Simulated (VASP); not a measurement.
# H6C3O2 in VASP: a series of runs, part 2 of 2

VASP 6.6.1.

### Step 4. Relaxation of the atoms, PBE+D3(BJ)

Input file INCAR:

```
SYSTEM = H6C3O2
PREC = Accurate ; ENCUT = 520
EDIFF = 1E-6 ; ISMEAR = -1
SIGMA = 0.05 ; LREAL = Auto
LASPH = .TRUE. ; NELM = 80
ALGO = Normal ; ISIF = 2
LWAVE = .FALSE. ; LCHARG = .FALSE.
GGA = PE ; IVDW = 12
IBRION = 2 ; NSW = 35
EDIFFG = -0.3
```

Input file KPOINTS:

```
regular mesh
0
G
  1 1 1
  0 0 0
```

Input file POSCAR:

```
H6C3O2
1.0
    7.7969750000      0.0000000000      0.0000000000
    0.0000000000      7.7969750000      0.0000000000
    0.0000000000      0.0000000000      7.7969750000
C O H
9 6 18
Direct
    0.7243559000      0.4758267000      0.5416043000
    0.2299258000      0.3353969000      0.5489199000
    0.9184068000      0.5267200000      0.1244022000
    0.4946003000      0.0088372000     -0.0489716000
    0.3748756000      0.0805089000      0.0879770000
    0.9197972000      0.8673342000      1.0194155000
    0.9135343000      1.0113045000      0.8872828000
    0.1333469000      0.7423715000      0.5501848000
    0.2607972000      0.8842868000      0.5072639000
    0.7551791000      0.4750872000      0.6895953000
    0.6935327000      0.4765662000      0.3936133000
    0.2353644000      0.3464998000      0.6995821000
    0.2244872000      0.3242940000      0.3982577000
    0.7718287000      0.5001741000      0.0986704000
    1.0649850000      0.5532658000      0.1501340000
    0.6033840000     -0.0580475000      0.0088054000
    0.4278291000     -0.0822082000     -0.1320258000
    0.5456599000      0.1110510000     -0.1301561000
    0.2660919000      0.1473937000      0.0302000000
    0.3238159000     -0.0217048000      0.1691615000
    0.4416467000      0.1715543000      0.1710312000
    1.0187412000      0.8912638000      1.1157644000
    0.7973110000      0.8546462000      1.0863619000
    0.9482081000      0.7441722000      0.9588383000
    0.8145903000      0.9873749000      0.7909339000
    0.8851234000      1.1344666000      0.9478600000
    1.0360205000      1.0239925000      0.8203364000
    0.0272099000      0.7402131000      0.4586647000
    0.1948173000      0.6164441000      0.5471275000
    0.0789355000      0.7601343000      0.6781283000
    0.3669342000      0.8864451000      0.5987840000
    0.3152086000      0.8665239000      0.3793204000
    0.1993268000      1.0102142000      0.5103212000
```

Potentials or basis: VASP PAW PBE potentials, release 64 (C, O, H).

Started as:

```bash
$ cat potpaw_PBE.64/C/POTCAR potpaw_PBE.64/O/POTCAR potpaw_PBE.64/H/POTCAR > POTCAR
$ mpirun -np 1 vasp_gam > vasp.out
```

OUTCAR:

```text
SYSTEM = H6C3O2
   PREC = Accurate
   ENCUT = 520
   EDIFF = 1E-6
   ISMEAR = -1
   LREAL = Auto
   LASPH = .TRUE.
   NELM = 80
   ISIF = 2
   GGA = PE
   IVDW = 12
   IBRION = 2
   NSW = 35
   EDIFFG = -0.3
 IVDW          = 12

 ion  position               nearest neighbor table
   1  0.724  0.476  0.542-  10 1.18  11 1.18
   2  0.230  0.335  0.549-  13 1.18  12 1.18
   3  0.918  0.527  0.124-  14 1.18  15 1.18
   4  0.495  0.009  0.951-  16 1.09  17 1.09  18 1.09   5 1.52
   5  0.375  0.081  0.088-  21 1.09  19 1.09  20 1.09   4 1.52
   6  0.920  0.867  0.019-  22 1.09  24 1.09  23 1.09   7 1.52
   7  0.914  0.011  0.887-  25 1.09  27 1.09  26 1.09   6 1.52
   8  0.133  0.742  0.550-  28 1.09  30 1.09  29 1.09   9 1.52
   9  0.261  0.884  0.507-  31 1.09  32 1.09  33 1.09   8 1.52
  10  0.755  0.475  0.690-   1 1.18
  11  0.694  0.477  0.394-   1 1.18
  12  0.235  0.346  0.700-   2 1.18
  13  0.224  0.324  0.398-   2 1.18
[... 459 lines left out ...]

------------------------ aborting loop because EDIFF is reached ----------------------------------------
[... 137 lines left out ...]
--------------------------------------- Ionic step       19  -------------------------------------------

 number of electron      89.9999999 magnetization

 Free energy of the ion-electron system (eV)
  ---------------------------------------------------
  ext. energy  EPLUGINS =         0.00000000
  ---------------------------------------------------
  free energy    TOTEN  =      -190.03261719 eV

  energy without entropy =     -190.03261719  energy(sigma->0) =     -190.03261719

 E-fermi :  -3.4949     XC(G=0):  -5.9529

 val. band max:       -4.7625841179   @ k =   0.0000   0.0000   0.0000
 cond. band min:       0.9869485633   @ k =   0.0000   0.0000   0.0000
 fundamental gap:      5.7495326812
 Fermi energy:        -3.4949385474

 k-point     1 :       0.0000    0.0000    0.0000
  band No.  band energies     occupation
      1     -26.4128      2.00000
      2     -26.2289      2.00000
      3     -25.8715      2.00000
      4     -25.3988      2.00000
      5     -25.2099      2.00000
      6     -24.8535      2.00000
[... 49 lines left out ...]
     56       3.5015      0.00000
     57       3.7889      0.00000
 [bands above 57 left out]

------------------------ aborting loop because EDIFF is reached ----------------------------------------

 Edisp (eV)   -1.18711

 E8    (eV) :    -0.2722
[... 56 lines left out ...]
  FREE ENERGIE OF THE ION-ELECTRON SYSTEM (eV)
  ---------------------------------------------------
  free  energy   TOTEN  =      -191.2197302471 eV

  energy  without entropy=     -191.2197302470  energy(sigma->0) =     -191.21973025

 reached required accuracy - stopping structural energy minimisation
```

OSZICAR:

```text
N       E                     dE             d eps       ncg     rms          rms(c)
DAV:   1     0.744370081822E+03    0.74437E+03   -0.45583E+04   124   0.129E+03
DAV:   2    -0.117966272144E+03   -0.86234E+03   -0.83653E+03   162   0.299E+02
DAV:   3    -0.207502428754E+03   -0.89536E+02   -0.89195E+02   144   0.106E+02
[... 181 lines left out ...]
DAV:   2    -0.190033016723E+03   -0.38483E-02   -0.42526E-02   144   0.808E-01    0.181E-01
DAV:   3    -0.190032724104E+03    0.29262E-03   -0.42727E-04   160   0.132E-01    0.112E-01
DAV:   4    -0.190032612954E+03    0.11115E-03   -0.58543E-04   136   0.115E-01    0.232E-02
DAV:   5    -0.190032617451E+03   -0.44974E-05   -0.89694E-05   168   0.473E-02    0.123E-02
DAV:   6    -0.190032617189E+03    0.26234E-06   -0.64415E-06   152   0.138E-02
  19 F= -.19121973E+03 E0= -.19121973E+03  d E =-.146633E-01
```

CONTCAR:

```text
H6C3O2
   1.00000000000000
     7.7969749999999998    0.0000000000000000    0.0000000000000000
     0.0000000000000000    7.7969749999999998    0.0000000000000000
     0.0000000000000000    0.0000000000000000    7.7969749999999998
  C               O               H
     9     6    18
Direct
     0.7188448768907502    0.4744861970091064    0.5614965384182655
     0.2308717002255815    0.3275708879348703    0.5534615285139860
     0.9249166929862830    0.5091716312343548    0.1106015698426522
     0.4891053562568299    0.0109935020981599    0.9478099060593306
     0.3716001640194543    0.0835845856600626    0.0849520262989701
     0.9242425322051951    0.8759690986828205    0.0170931989658690
[... 25 lines left out ...]
     0.3151554800440860    0.8638485763375681    0.3824940504047521
     0.2003593097890864    0.0117538097206565    0.5089768928752919

  0.00000000E+00  0.00000000E+00  0.00000000E+00
  0.00000000E+00  0.00000000E+00  0.00000000E+00
  0.00000000E+00  0.00000000E+00  0.00000000E+00
  0.00000000E+00  0.00000000E+00  0.00000000E+00
  0.00000000E+00  0.00000000E+00  0.00000000E+00
  0.00000000E+00  0.00000000E+00  0.00000000E+00
[... 25 lines left out ...]
  0.00000000E+00  0.00000000E+00  0.00000000E+00
  0.00000000E+00  0.00000000E+00  0.00000000E+00
```

Wall time 7.4 min (1 thread of AMD EPYC 7R13 (Zen 3), shared host); peak memory 0.49 GiB.

What came out:

```yaml
Free_energy: -191.2197 eV
Energy_gained_by_relaxing: 10.3 meV/atom
Ionic_steps: 19
Pressure_after_relaxing: 0.8 GPa
Largest_force_after_relaxing: 0.294 eV/Å
Band_gap_on_the_k_mesh: 5.75 eV
Dispersion_energy_per_atom: -0.036 eV
```

Forces on the atoms (eV/Å):
```
C    0.102  0.031  0.055
C    0.021 -0.059 -0.086
C    0.035 -0.108  0.189
C   -0.045 -0.032  0.043
C   -0.008 -0.058  0.020
C    0.070  0.075 -0.039
C    0.061 -0.077 -0.176
C   -0.148  0.095  0.143
C    0.199 -0.152 -0.153
O    0.087 -0.016  0.093
O   -0.184 -0.012 -0.198
O    0.029 -0.051  0.099
O    0.011 -0.068  0.156
O    0.012 -0.133 -0.001
O   -0.121 -0.033 -0.152
H    0.070 -0.009  0.030
H   -0.139 -0.011 -0.103
H    0.020  0.102 -0.140
H   -0.117  0.071 -0.102
H   -0.102 -0.041  0.060
H    0.076  0.118  0.060
H    0.139  0.029  0.011
H   -0.081  0.007  0.027
H    0.081 -0.158  0.081
H   -0.089  0.064 -0.076
H   -0.031  0.219  0.132
H    0.137  0.168 -0.041
H   -0.116  0.009 -0.095
H    0.087 -0.246 -0.010
H    0.009  0.017  0.041
H    0.051  0.039  0.140
H    0.001  0.030 -0.025
H   -0.116  0.188  0.018
```

Stress tensor (GPa, compression positive):
```
 0.60 -0.14  0.13
-0.14  0.95 -0.34
 0.13 -0.34  0.98
```

The path:
```
step  energy change (eV)  largest force (eV/Å)  pressure (GPa)
   1              0.0000                0.8972            0.85
   2              0.0754                4.4109            1.81
   3             -0.0290                1.2624            1.16
   4             -0.0490                2.0492            1.13
   5             -0.0522                1.1713            1.13
   6             -0.0840                0.9486            0.90
   7             -0.1443                0.5896            0.19
   8             -0.1070                1.9519           -1.23
   9             -0.1555                0.9136           -0.27
  10             -0.1963                0.7355           -0.12
  11             -0.2287                1.2102            0.21
  12             -0.2375                1.8114            0.47
  13             -0.2455                0.5783            0.36
  14             -0.2742                0.4552            0.42
  15             -0.3091                0.5350            0.59
  16             -0.3245                1.0122            0.74
  17             -0.3246                1.0956            0.75
  18             -0.3359                0.5007            0.80
  19             -0.3392                0.2937            0.85
```

Final structure:
```
C O H
1.0
     7.79697    0.00000    0.00000
     0.00000    7.79697    0.00000
     0.00000    0.00000    7.79697
C O H
9 6 18
Direct
  0.71884 0.47449 0.56150
  0.23087 0.32757 0.55346
  0.92492 0.50917 0.11060
  0.48911 0.01099 0.94781
  0.37160 0.08358 0.08495
  0.92424 0.87597 0.01709
  0.91572 0.02021 0.88689
  0.13177 0.74497 0.55164
  0.25962 0.88490 0.50990
  0.76703 0.47560 0.70406
  0.67242 0.47360 0.41816
  0.23872 0.33563 0.70396
  0.22326 0.31909 0.40300
  0.78499 0.48873 0.05847
  0.06406 0.52870 0.16618
  0.59634 0.94284 0.00664
  0.42374 0.91735 0.86632
  0.54257 0.11224 0.86692
  0.26187 0.15242 0.03109
  0.32218 0.98021 0.16555
  0.43959 0.17300 0.16902
  0.02506 0.89548 0.11266
  0.80356 0.85730 0.08626
  0.95145 0.75812 0.94591
  0.81852 0.99165 0.78949
  0.88449 0.14444 0.94315
  0.03873 0.03023 0.82010
  0.02631 0.74261 0.45910
  0.19522 0.62070 0.54512
  0.07680 0.75796 0.68037
  0.36676 0.88703 0.60053
  0.31516 0.86385 0.38249
  0.20036 0.01175 0.50898
```

Caveat: the k points lie up to 0.81 Å⁻¹ apart; the relaxation stopped at a loose force limit of 0.3 eV/Å, so its end isn't a converged minimum.

### Step 5. The runs side by side

```csv
task,cell,gap on the mesh (eV),pressure (GPa),largest force (eV/Å)
single point,"as given, atomic positions A",5.57,-0.3,4.07
single point,"as given, atomic positions B",5.73,1.9,3.34
relaxation of the atoms,"atoms relaxed, atomic positions C",5.75,0.8,0.29
```

Alike in all rows: level PBE+D3(BJ); potentials or basis VASP PAW PBE potentials, release 64 (C, O, H); no spin polarisation; k mesh 1 × 1 × 1; cutoff (eV) 520; smearing fermi-dirac 0.05 eV.

Caveats: all runs use coarse meshes; the relaxation stopped at a loose force limit of 0.3 eV/Å, so its end isn't a converged minimum (at least some runs).

Total energies depend on the potentials used, so only differences within one code and one set of settings carry meaning.
